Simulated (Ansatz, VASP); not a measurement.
# Ir: VASP beside Ansatz

```
Ir
1.0
     0.00000    1.88449    1.88449
     1.88449    0.00000    1.88449
     1.88449    1.88449    0.00000
Ir
1
Direct
  0.00000 0.00000 0.00000
```

Alike in both runs: task relaxation of cell and atoms; functional r2SCAN; k mesh 10 × 10 × 10; occupations gaussian, width 0.1 eV; no spin polarisation.

|  | VASP | Ansatz |
| --- | --- | --- |
| version | VASP 6.6.1 | Ansatz 0.2.0 |
| potentials or method | VASP PAW PBE potentials, release 64 (Ir_sv_GW), cutoff 550 eV | scalar-relativistic, plane waves, PAW |
| valence electrons in the cell | 17 | 17 |

|  | VASP | Ansatz | Ansatz less VASP |
| --- | --- | --- | --- |
| gap on the k mesh at the Fermi level, each at its own relaxed structure (eV) | none | none | - |
| relaxed volume (Å³/atom) | 14.12 | 14.21 | +0.089 |
| relaxed cell length with the largest relative difference (Å) | 2.713 | 2.718 | +0.0057 |

VASP's potentials were made for PBE, not for r2SCAN. A gap of «none» marks a metal or a gap that the smearing closes.

Neither program's run includes spin-orbit coupling.
